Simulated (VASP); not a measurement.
# Ti4SeBr8 in VASP: single point with PBE

Aim: the single point of Ti4SeBr8 with PBE.

Everything below comes from runs of VASP 6.6.1. Logs are shortened: lines on timing, memory, paths and dates and some standing lists are left out, and cuts for length are marked.

### Step 1. The cell of the first run

The cell holds a slab with vacuum, 13 atoms: a = 7.258 Å, b = 7.258 Å, c = 17.869 Å, α = 90.00°, β = 90.00°, γ = 120.00°.

### Step 2. Single point, PBE

Contents of INCAR:

```
SYSTEM = Ti4SeBr8
  PREC = Accurate
  ENCUT = 520
  EDIFF = 1E-7
  ISMEAR = -1
  SIGMA = 0.02
  LREAL = .False.
  LASPH = .True.
  NELM = 80
  ALGO = Normal
  ISIF = 2
  LWAVE = .False.
  LCHARG = .False.
  GGA = PE
  NBANDS = 67
```

Contents of KPOINTS:

```
Automatic mesh
0
Gamma
  2 2 1
  0 0 0
```

Contents of POSCAR:

```
Ti4SeBr8
1.0
    7.2580000000      0.0000000000      0.0000000000
   -3.6290000000      6.2856120000      0.0000000000
    0.0000000000      0.0000000000     17.8690000000
Ti Br Se
4 8 1
Direct
    0.0000000000      0.0000000000      0.0559628407
   -0.0000004773      0.4999990454      0.0559628407
    0.5000000000      0.0000000000      0.0559628407
    0.4999995227      0.4999990454      0.0559628407
    0.2084734287      0.3638468299      0.1439140411
    0.1200116236     -0.2828205114      0.3732665510
    0.1664140688      0.8560025659      0.1429626728
    0.1490002442      0.2053578872      0.3462197101
    0.6872806252      0.3860244635      0.1472326375
    0.6029464105     -0.0614259996      0.4459119145
    0.6650751490      0.8221315601      0.1522077341
    0.7393534943      0.5917959938      0.3233365046
   -0.1004860134      0.2848091801      0.4062902233
```

Potentials or basis: VASP PAW PBE potentials, release 64 (Ti_sv, Br, Se).

On the command line:

```console
$ cat potpaw_PBE.64/Ti_sv/POTCAR potpaw_PBE.64/Br/POTCAR potpaw_PBE.64/Se/POTCAR > POTCAR
$ mpirun -np 1 vasp_std > vasp.out
```

OUTCAR:

```text
SYSTEM = Ti4SeBr8
   PREC = Accurate
   ENCUT = 520
   EDIFF = 1E-7
   ISMEAR = -1
   LREAL = .False.
   LASPH = .True.
   NELM = 80
   ISIF = 2
   GGA = PE

 ion  position               nearest neighbor table
   1  0.000  0.000  0.056-   7 2.50  11 2.72   5 2.78
   2  1.000  0.500  0.056-   9 2.57   5 2.69   7 2.73
   3  0.500  0.000  0.056-   7 2.62  11 2.76
   4  0.500  0.500  0.056-   5 2.42   9 2.51  11 2.66
   5  0.208  0.364  0.144-   4 2.42   2 2.69   1 2.78
   6  0.120  0.717  0.373-  12 2.60  13 2.78
   7  0.166  0.856  0.143-   1 2.50   3 2.62   2 2.73
   8  0.149  0.205  0.346-  13 2.41
   9  0.687  0.386  0.147-   4 2.51   2 2.57
  10  0.603  0.939  0.446-  13 2.46
  11  0.665  0.822  0.152-   4 2.66   1 2.72   3 2.76
  12  0.739  0.592  0.323-   6 2.60
  13  0.900  0.285  0.406-   8 2.41  10 2.46   6 2.78

  LATTYP: Found a hexagonal cell.
 ALAT       =     7.2580000000
 C/A-ratio  =     2.4619729953

  Lattice vectors:

 A1 = (   7.2580000000,   0.0000000000,   0.0000000000)
 A2 = (  -3.6290000000,   6.2856120000,   0.0000000000)
 A3 = (   0.0000000000,   0.0000000000,  17.8690000000)

Analysis of symmetry for initial positions (statically):
=====================================================================
 Subroutine PRICEL returns:
 Original cell was already a primitive cell.

 Routine SETGRP: Setting up the symmetry group for a
 hexagonal supercell.

 Subroutine GETGRP returns: Found  1 space group operations
 (whereof  1 operations were pure point group operations)
 out of a pool of 24 trial point group operations.

The static configuration has the point symmetry C_1 .

Analysis of symmetry for dynamics (positions and initial velocities):
=====================================================================
 Subroutine PRICEL returns:
 Original cell was already a primitive cell.

 Routine SETGRP: Setting up the symmetry group for a
 hexagonal supercell.

 Subroutine GETGRP returns: Found  1 space group operations
 (whereof  1 operations were pure point group operations)
 out of a pool of 24 trial point group operations.

The dynamic configuration has the point symmetry C_1 .

 Subroutine INISYM returns: Found  1 space group operations
 (whereof  1 operations are pure point group operations),
 and found     1 'primitive' translations

----------------------------------------------------------------------------------------

                                     Primitive cell

  volume of cell :     815.2011

  direct lattice vectors                    reciprocal lattice vectors
     7.258000000  0.000000000  0.000000000     0.137779002  0.079546749  0.000000000
    -3.629000000  6.285612000  0.000000000     0.000000000  0.159093498  0.000000000
     0.000000000  0.000000000 17.869000000     0.000000000  0.000000000  0.055962841

  length of vectors
     7.258000000  7.257999670 17.869000000     0.159093491  0.159093498  0.055962841

  position of ions in fractional coordinates (direct lattice)
     0.000000000  0.000000000  0.055962841
     0.999999523  0.499999045  0.055962841
     0.500000000  0.000000000  0.055962841
     0.499999523  0.499999045  0.055962841
     0.208473429  0.363846830  0.143914041
     0.120011624  0.717179489  0.373266551
     0.166414069  0.856002566  0.142962673
     0.149000244  0.205357887  0.346219710
     0.687280625  0.386024464  0.147232637
     0.602946411  0.938574000  0.445911915
     0.665075149  0.822131560  0.152207734
     0.739353494  0.591795994  0.323336505
     0.899513987  0.284809180  0.406290223

  ion indices of the primitive-cell ions
   primitive index   ion index
                 1           1
                 2           2
                 3           3
                 4           4
                 5           5
                 6           6
                 7           7
                 8           8
                 9           9
                10          10
                11          11
                12          12
                13          13

----------------------------------------------------------------------------------------

 KPOINTS: Automatic mesh

Automatic generation of k-mesh.
 Grid dimensions read from file:
 generate k-points for:    2    2    1

 Generating k-lattice:

  Cartesian coordinates                     Fractional coordinates (reciprocal lattice)
     0.068889501  0.039773374  0.000000000     0.500000000 -0.000000000  0.000000000
     0.000000000  0.079546749  0.000000000     0.000000000  0.500000000  0.000000000
     0.000000000  0.000000000  0.055962841     0.000000000  0.000000000  1.000000000

  Length of vectors
     0.079546745  0.079546749  0.055962841

  Shift w.r.t. Gamma in fractional coordinates (k-lattice)
     0.000000000  0.000000000  0.000000000

 Subroutine IBZKPT returns following result:
 ===========================================

 Found      4 irreducible k-points:

 Following reciprocal coordinates:
            Coordinates               Weight
  0.000000  0.000000  0.000000      1.000000
  0.500000 -0.000000  0.000000      1.000000
  0.000000  0.500000  0.000000      1.000000
  0.500000  0.500000  0.000000      1.000000
   k-points           NKPTS =      4   k-points in BZ     NKDIM =      4   number of bands    NBANDS=     67
   number of dos      NEDOS =    301   number of ions     NIONS =     13
   total plane-waves  NPLWV = 408240
   dimension x,y,z NGX =    54 NGY =   54 NGZ =  140
   dimension x,y,z NGXF=   108 NGYF=  108 NGZF=  280
   ions per type =               4   8   1
   NGX,Y,Z   is equivalent  to a cutoff of  12.37, 12.37, 13.03 a.u.
   NGXF,Y,Z  is equivalent  to a cutoff of  24.74, 24.74, 26.05 a.u.
 SYSTEM =  Ti4SeBr8
   PREC   = accura    normal or accurate (medium, high low for compatibility)
   ISTART =      0    job   : 0-new  1-cont  2-samecut
   ICHARG =      2    charge: 1-file 2-atom 10-const
   ISPIN  =      1    spin polarized calculation?
   LNONCOLLINEAR =      F non collinear calculations
   LSORBIT =      F    spin-orbit coupling
   LASPH  =      T    aspherical Exc in radial PAW
   ENCUT  =  520.0 eV  38.22 Ry    6.18 a.u.  13.50 13.50 33.22*2*pi/ulx,y,z
   NELM   =     80;   NELMIN=  2; NELMDL= -5     # of ELM steps
   EDIFF  = 0.1E-06   stopping-criterion for ELM
   LREAL  =      F    real-space projection
   EDIFFG = 0.1E-05   stopping-criterion for IOM
   NSW    =      0    number of steps for IOM
   IBRION =     -1    ionic relax: 0-MD 1-quasi-New 2-CG
   NFREE  =      0    steps in history (QN), initial steepest desc. (CG)
   ISIF   =      2    stress and relaxation
   ISYM   =      2    0-nonsym 1-usesym 2-fastsym
   POTIM  = 0.5000    time-step for ionic-motion
   TEBEG  =    0.0;   TEEND  =   0.0 temperature during run
   PSTRESS=    0.0 pullay stress
   NELECT =     110.0000    total number of electrons
   NUPDOWN=      -1.0000    fix difference up-down
   EMIN   =  10.00;   EMAX   =-10.00  energy-range for DOS
   EFERMI =   0.00;   METHOD = LEGACY
   ISMEAR =    -1;   SIGMA  =   0.02  broadening in eV -4-tet -1-fermi 0-gaus
   EFERMI_NEDOS =   21; number of points for ismear=-14 and -15
   IALGO  =     38    algorithm
   IMIX   =      4    mixing-type and parameters
     AMIX     =   0.40;   BMIX     =  1.00
     AMIX_MAG =   1.60;   BMIX_MAG =  1.00
  volume/ion in A,a.u.               =      62.71       423.17
  Fermi-wavevector in a.u.,A,eV,Ry     =   0.839687  1.586778  9.593119  0.705074
  Thomas-Fermi vector in A             =   1.953946
   LORBIT       =      0    0 simple, 1 ext, 2 COOP (PROOUT), +10 PAW based schemes
   GGA     = PE    functional components
   LHFCALC =     F    Hartree Fock is set to
   AEXX    =    0.0000 exact exchange contribution
   IVDW    =     0    specifies the selected vdW correction
   LEPSILON=     F    determine dielectric tensor
   LRPA    =     F    only Hartree local field effects (RPA)
 non-spin polarized calculation
  energy-cutoff  :      520.00
  volume of cell :      815.20
 maximum number of plane-waves:     22045
 NGX is ok and might be reduce to    54
   NGX = 27   NGY = 27   NGZ = 67

 number of electron     109.9999973 magnetization

 Free energy of the ion-electron system (eV)
  ---------------------------------------------------
  ext. energy  EPLUGINS =         0.00000000
  ---------------------------------------------------
  free energy    TOTEN  =       -45.83714828 eV

  energy without entropy =      -45.77702516  energy(sigma->0) =      -45.80708672

 E-fermi :  -1.2883     XC(G=0):  -4.8357

 val. band max:       -1.3080988599   @ k =   0.5000   0.5000   0.0000
 cond. band min:      -1.2843132707   @ k =   0.0000   0.5000   0.0000
 fundamental gap:      0.0237855892
 Fermi energy:        -1.2882980252

 k-point     1 :       0.0000    0.0000    0.0000
  band No.  band energies     occupation
      1     -58.9884      2.00000
      2     -58.9447      2.00000
      3     -58.9342      2.00000
      4     -58.9235      2.00000
      5     -35.4088      2.00000
      6     -35.3497      2.00000
[... 59 lines left out ...]
     66      -0.0631      0.00000
     67      -0.0311      0.00000

 k-point     2 :       0.5000   -0.0000    0.0000
  band No.  band energies     occupation
      1     -58.9884      2.00000
      2     -58.9446      2.00000
      3     -58.9341      2.00000
      4     -58.9237      2.00000
      5     -35.4087      2.00000
      6     -35.3497      2.00000
[... 59 lines left out ...]
     66      -0.1124      0.00000
     67       0.0048      0.00000

 k-point     3 :       0.0000    0.5000    0.0000
  band No.  band energies     occupation
      1     -58.9884      2.00000
      2     -58.9445      2.00000
      3     -58.9344      2.00000
      4     -58.9236      2.00000
      5     -35.4087      2.00000
      6     -35.3493      2.00000
[... 59 lines left out ...]
     66      -0.1384      0.00000
     67      -0.1042      0.00000

 k-point     4 :       0.5000    0.5000    0.0000
  band No.  band energies     occupation
      1     -58.9884      2.00000
      2     -58.9446      2.00000
      3     -58.9342      2.00000
      4     -58.9236      2.00000
      5     -35.4087      2.00000
      6     -35.3495      2.00000
[... 59 lines left out ...]
     66      -0.1097      0.00000
     67      -0.0774      0.00000

------------------------ aborting loop because EDIFF is reached ----------------------------------------

  FORCE on cell =-STRESS in cart. coord.  units (eV):
  Direction    XX          YY          ZZ          XY          YZ          ZX
  --------------------------------------------------------------------------------------
  -------------------------------------------------------------------------------------
  Total      -12.2198595    -11.9555686     -0.0311708     -1.4355443     -2.1886615      0.0727988
  in kB      -24.0166270    -23.4971959     -0.0612624     -2.8213853     -4.3015442      0.1430771
  external PRESSURE =     -15.8583618 kB  Pullay stress =       0.0000000 kB

 VOLUME and BASIS-vectors are now :
 -----------------------------------------------------------------------------
  energy-cutoff  :      520.00
  volume of cell :      815.20
      direct lattice vectors                 reciprocal lattice vectors
     7.258000000  0.000000000  0.000000000     0.137779002  0.079546749  0.000000000
    -3.629000000  6.285612000  0.000000000     0.000000000  0.159093498  0.000000000
     0.000000000  0.000000000 17.869000000     0.000000000  0.000000000  0.055962841

 POSITION                                       TOTAL-FORCE (eV/Angst)
 -----------------------------------------------------------------------------------
      0.00000      0.00000      1.00000        -0.508857      0.393229      0.079701
      5.44350      3.14280      1.00000         0.112016      0.138241      0.304727
      3.62900      0.00000      1.00000         0.230724      0.245394      0.508202
      1.81450      3.14280      1.00000         0.448587      0.570592     -0.619785
      0.19270      2.28700      2.57160        -1.329071     -0.791557      0.267779
     -1.73160      4.50791      6.66990         0.181214      0.180113      0.009736
     -1.89860      5.38050      2.55460         0.683924     -0.287572      0.157711
      0.33620      1.29080      6.18660        -0.450459      0.187471      0.336251
      3.58740      2.42640      2.63090         0.630097     -1.223671     -0.253234
      0.97010      5.89951      7.96800        -0.027160      0.214432     -0.041056
      1.84360      5.16760      2.71980        -0.305471      0.904094     -0.714404
      3.21860      3.71980      5.77770         0.002043      0.149798      0.162618
      5.49510      1.79020      7.26000         0.332414     -0.680564     -0.198246
 -----------------------------------------------------------------------------------
    total drift:                               -0.000135      0.000051      0.002454

  FREE ENERGIE OF THE ION-ELECTRON SYSTEM (eV)
  ---------------------------------------------------
  free  energy   TOTEN  =       -45.8371482802 eV

  energy  without entropy=      -45.7770251584  energy(sigma->0) =      -45.80708672
```

Run time: 24 min. Hardware: 1 thread of Intel Xeon Platinum 8259CL at 2.50GHz (Skylake/Cascade Lake), shared host; peak memory 0.9 GiB.

What came out:

| Property | Result |
| --- | --- |
| Free energy | -45.8371 eV |
| Largest force | 1.570 eV/Å |
| Band gap on the k mesh | zero (bands 55 and 56 overlap by 0.10 eV) |

Forces in eV/Å, atoms in the order of the input:
```
Ti  -0.509  0.393  0.080
Ti   0.112  0.138  0.305
Ti   0.231  0.245  0.508
Ti   0.449  0.571 -0.620
Br  -1.329 -0.792  0.268
Br   0.181  0.180  0.010
Br   0.684 -0.288  0.158
Br  -0.450  0.187  0.336
Br   0.630 -1.224 -0.253
Br  -0.027  0.214 -0.041
Br  -0.305  0.904 -0.714
Br   0.002  0.150  0.163
Se   0.332 -0.681 -0.198
```

Caveat: the k points lie up to 0.50 Å⁻¹ apart; there is no dipole correction, which matters where the two faces differ; semilocal functionals often make such compounds metallic where correlation or magnetic order opens a gap, which also shifts bond lengths.

The gap in the log of VASP goes by the Fermi energy; the results here count the filled bands.